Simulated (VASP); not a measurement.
Input of a VASP 6.6.1 run:

INCAR

```
SYSTEM = MoS2
PREC     = Accurate       ! precision mode
ENCUT    = 520            ! plane-wave cutoff, eV
EDIFF    = 1E-6           ! SCF threshold, eV
ISMEAR   = 0              ! smearing method
SIGMA    = 0.02           ! smearing width, eV
LREAL    = .False.        ! projectors in reciprocal space
LASPH    = .True.         ! aspherical terms in the spheres
NELM     = 100            ! most SCF steps
ALGO     = Normal         ! electronic algorithm
ISIF     = 2              ! what is computed and relaxed
LWAVE    = .False.        ! write WAVECAR
LCHARG   = .False.        ! write CHGCAR
GGA      = PE             ! functional
IVDW     = 12             ! dispersion correction
NBANDS   = 35             ! bands
```

KPOINTS

```
regular mesh
0
Gamma
  12 12 4
  0 0 0
```

File POSCAR:

```
MoS2
1.0
    3.1492940964      0.0000000000      0.0000000000
   -1.5746470482      2.7273686915      0.0000000000
    0.0000000000      0.0000000000     12.0891083602
Mo S
2 4
Direct
    0.3333333333      0.6666666667      0.2500000000
    0.6666666667      0.3333333333      0.7500000000
    0.3333333333      0.6666666667      0.6204763100
    0.6666666667      0.3333333333      0.1204763100
    0.3333333333      0.6666666667      0.8795236900
    0.6666666667      0.3333333333      0.3795236900
```

Potentials or basis: VASP PAW PBE potentials, release 64 (Mo_sv, S).

Command:

```console
$ cat potpaw_PBE.64/Mo_sv/POTCAR potpaw_PBE.64/S/POTCAR > POTCAR
$ mpirun -np 1 vasp_std > vasp.out
```

Task: What does it give for the band gap on the k mesh?

Result: 0.80 eV, indirect (least direct gap 1.70 eV).

Task: Estimate the dispersion energy per atom.

Result: -0.438 eV.

Task: Predict the pressure.

Result: -0.1 GPa.

Forces in eV/Å, atoms in the order of the input:
```
Mo   0.000  0.000  0.000
Mo   0.000  0.000  0.000
S    0.000  0.000  0.013
S    0.000  0.000  0.013
S    0.000  0.000 -0.013
S    0.000  0.000 -0.013
```

**Experimental background.**

“Multiwavelength excitation Raman Scattering Analysis of bulk and 2 dimensional MoS2: Vibrational properties of atomically thin MoS2 layers”, 2015, arxiv:1506.03228 reports, for a bulk crystal of MoS2 at 300 K: band gap 1.3 eV (indirect).

Measured gap of MoS2: 1.3 eV (indirect; 300 K; “Multiwavelength excitation Raman Scattering Analysis of bulk and 2 dimensional MoS2: Vibrational properties of atomically thin MoS2 layers”, 2015, arxiv:1506.03228). This calculation gives 0.80 eV (-0.50 eV). Spin-orbit coupling on Mo is left out. The value is that of PBE+D3(BJ) on a finite k mesh, which can miss the band edges, without temperature or zero-point motion. Semilocal functionals fall short of measured gaps as a rule.
